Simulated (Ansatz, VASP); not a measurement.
Si in VASP and in Ansatz

```
Si
1.0
     0.00000    2.73492    2.73492
     2.73492    0.00000    2.73492
     2.73492    2.73492    0.00000
Si
2
Direct
  0.00000 0.00000 0.00000
  0.25000 0.25000 0.25000
```

Alike in both runs: task electric field gradients; functional PBE; k mesh 6 × 6 × 6; occupations fermi-dirac, width 0.05 eV; no spin polarisation.

```csv
,VASP,Ansatz
version,VASP 6.6.1,Ansatz 0.2.0
potentials or method,"VASP PAW PBE potentials, release 64 (Si)","PAW with Ansatz's default frozen-core files, scalar-relativistic"
plane-wave cutoff (eV),520,420
valence electrons in the cell,8,8
```

Ansatz gave:

```
pressure (GPa) : 0.1
```

What did VASP give for the same quantities?

Pressure (GPa): 0.0.

With one functional, cell and mesh, what is left measures potentials, basis and numerics.
